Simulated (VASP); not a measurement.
Crystal: Be2Cl3.

```
Be Cl
1.0
     4.06937    0.00000    0.00000
    -2.03468    3.52417    0.00000
     0.00000    0.00000    6.33127
Be Cl
2 3
Cartesian
  0.0000 2.3494 1.5512
  2.0347 1.1747 4.7801
  0.0000 0.0000 0.0000
  0.0000 2.3494 4.0837
  2.0347 1.1747 2.2476
```

| Quantity | Value |
| --- | --- |
| Program | VASP 6.6.1 |
| Task | relaxation of cell and atoms |
| Functional | PBE |
| Potentials or basis | VASP PAW PBE potentials, release 64 (Be, Cl) |
| Cutoff | 600 eV |
| k mesh | 6 × 6 × 4 |
| Occupations | gaussian, width 0.1 eV |
| Spin | no spin polarisation |

At the start: pressure -3.2 GPa; volume 18.16 Å³/atom.

Q: Where does the relaxation end?

A: Over 26 steps the energy falls by 427.5 meV/atom and the volume is 17.28 Å³/atom (-4.8 %); space group P-3m1 (No. 164, to 0.05 Å).

The path:
| step | energy change (eV) | largest force (eV/Å) | pressure (GPa) | volume (Å³) |
| --- | --- | --- | --- | --- |
| 1 | 0.0000 | 0.6386 | -3.19 | 90.80 |
| 2 | -0.2039 | 0.6161 | -1.98 | 86.09 |
| 3 | -0.4897 | 0.7941 | 7.03 | 72.60 |
| 4 | -0.5028 | 0.5258 | 2.82 | 76.59 |
| 5 | -0.5140 | 0.6303 | 4.39 | 74.97 |
| 6 | -0.6293 | 0.8242 | 5.16 | 74.36 |
| 7 | -0.7305 | 1.3874 | 8.94 | 72.14 |
| 8 | -0.8978 | 1.4511 | 7.34 | 73.81 |
| 9 | -1.2493 | 1.5625 | 3.63 | 78.60 |
| 10 | -1.3326 | 1.5370 | -0.31 | 87.19 |
| 11 | -1.4013 | 1.5698 | 1.12 | 83.26 |
| 12 | -1.5824 | 1.4050 | -0.22 | 84.30 |
| 13 | -1.8821 | 0.6415 | -3.48 | 87.44 |
| 14 | -1.8881 | 0.4602 | -3.99 | 87.99 |
| 15 | -2.0119 | 0.3932 | -2.13 | 83.56 |
| 16 | -2.0412 | 0.4333 | -0.41 | 80.32 |
| 17 | -2.0666 | 0.2418 | 0.39 | 79.77 |
| 18 | -2.0747 | 0.1999 | 1.19 | 79.26 |
| 19 | -2.0916 | 0.1965 | 0.45 | 80.75 |
| 20 | -2.1021 | 0.1930 | -0.71 | 83.49 |
| 21 | -2.1159 | 0.1535 | -0.37 | 83.68 |
| 22 | -2.1323 | 0.0466 | 0.60 | 84.17 |
| 23 | -2.1325 | 0.0351 | 0.73 | 84.23 |
| 24 | -2.1357 | 0.0922 | -0.33 | 86.81 |
| 25 | -2.1365 | 0.0532 | -0.01 | 85.97 |
| 26 | -2.1373 | 0.0109 | -0.04 | 86.40 |

Final structure:
```cif
data_structure
_symmetry_space_group_name_H-M 'P 1'
_symmetry_Int_Tables_number 1
_cell_length_a 3.3450
_cell_length_b 3.3450
_cell_length_c 8.9169
_cell_angle_alpha 90.000
_cell_angle_beta 90.000
_cell_angle_gamma 120.000
_cell_volume 86.40
loop_
_atom_site_label
_atom_site_type_symbol
_atom_site_fract_x
_atom_site_fract_y
_atom_site_fract_z
_atom_site_occupancy
Be1 Be 0.33333 0.66667 0.17407 1
Be2 Be 0.66667 0.33333 0.82593 1
Cl1 Cl 0.00000 0.00000 0.00000 1
Cl2 Cl 0.33333 0.66667 0.70269 1
Cl3 Cl 0.66667 0.33333 0.29731 1
```

Caveat: this functional lacks dispersion, which binds the layers, so the pressure and a relaxed spacing across them are unreliable; an odd number of electrons without spin polarisation forces a metal; a magnetic or distorted state may lie lower.
